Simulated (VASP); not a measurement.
Input of a VASP 6.6.1 run:

Contents of INCAR:

```
SYSTEM = Sr2ZrO3
PREC = Accurate
ENCUT = 600
EDIFF = 1E-6
ISMEAR = 0
SIGMA = 0.1
LREAL = .FALSE.
LASPH = .TRUE.
NELM = 60
ALGO = Normal
ISIF = 3
LWAVE = .FALSE.
LCHARG = .FALSE.
GGA = PE
IBRION = 2
NSW = 90
EDIFFG = -0.04
```

The input KPOINTS:

```
Automatic mesh
0
G
  6 6 4
  0 0 0
```

The input POSCAR:

```
Sr2ZrO3
1.0
    4.4125010100      0.0000000000      0.0000000000
   -2.2062505000      3.8213379700      0.0000000000
    0.0000000000      0.0000000000      5.5255645400
Sr Zr O
2 1 3
Direct
    0.3333333300      0.6666666700      0.2191410100
    0.6666666700      0.3333333300      0.7808589900
    0.0000000000      0.0000000000      0.5000000000
    0.3333333300      0.6666666700      0.7237790200
    0.6666666700      0.3333333300      0.2762209800
    0.0000000000      0.0000000000      0.0000000000
```

Potentials or basis: VASP PAW PBE potentials, release 64 (Sr_sv, Zr_sv, O).

Launch:

```console
$ cat potpaw_PBE.64/Sr_sv/POTCAR potpaw_PBE.64/Zr_sv/POTCAR potpaw_PBE.64/O/POTCAR > POTCAR
$ mpirun -np 1 vasp_std > vasp.out
```

(1) Estimate the space group after relaxing (to 0.05 Å).

(2) Estimate the relaxed volume.

(3) Predict the relaxed cell.

## Answers

(1) P-3m1 (No. 164).

(2) 14.72 Å³/atom.

(3) a = 3.542 Å, b = 3.542 Å, c = 8.130 Å, α = 90.00°, β = 90.00°, γ = 120.00°.
